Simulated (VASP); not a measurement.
# Si2C: single point with PBE

The system is Si2C.

```
Si C
1.0
     2.66863    0.00000    0.00000
     0.00000    2.66863    0.00000
     0.00000    0.00000    5.53218
Si C
2 1
Direct
  0.50000 0.50000 0.28432
  0.50000 0.50000 0.71568
  0.00000 0.00000 0.00000
```

```
Program             : VASP 6.6.1
Task                : single point
Functional          : PBE
Potentials or basis : VASP PAW PBE potentials, release 64 (Si, C)
Cutoff              : 520 eV
k mesh              : 6 × 6 × 4
Occupations         : gaussian, width 0.1 eV
Spin                : no spin polarisation
```

```yaml
Pressure: -9.6 GPa
Largest_force: 1.946 eV/Å
Band_gap_on_the_k_mesh: zero (band 6 reaches 9.73 eV, above the bottom of band 7 at 5.80 eV)
```

Forces in eV/Å, atoms in the order of the input:
```
Si   0.000  0.000 -1.946
Si   0.000  0.000  1.946
C    0.000  0.000  0.000
```

Stress tensor (GPa, compression positive):
```
 -5.97   0.00   0.00
  0.00  -5.97   0.00
  0.00   0.00 -16.81
```

Levels at points of the mesh, in eV from the Fermi level:
```tsv
k point	band 4	band 5	band 6	band 7	band 8	band 9
(0.00, 0.00, 0.00)	0.80	0.80	1.33	2.16	6.37	6.47
(0.50, 0.00, 0.00)	-5.33	-4.90	-3.77	2.27	4.19	5.91
(0.50, 0.50, 0.00)	-4.69	-1.59	-0.60	-0.60	-0.26	-0.16
(0.00, 0.00, 0.50)	-4.50	0.85	0.85	5.03	6.24	6.24
(0.50, 0.00, 0.50)	-6.78	0.00	0.14	0.22	0.31	2.28
(0.50, 0.50, 0.50)	-4.17	-2.75	-2.75	-2.51	-1.95	3.28
```

Wall time 6.4 s on 1 thread of Intel(R) Xeon(R) Platinum 8488C (Sapphire Rapids) (shared host), peak memory 0.14 GiB.

Caveat: the k points lie up to 0.39 Å⁻¹ apart; forces of over 1 eV/Å act on the atoms, so gaps and moduli don't describe the material at rest.
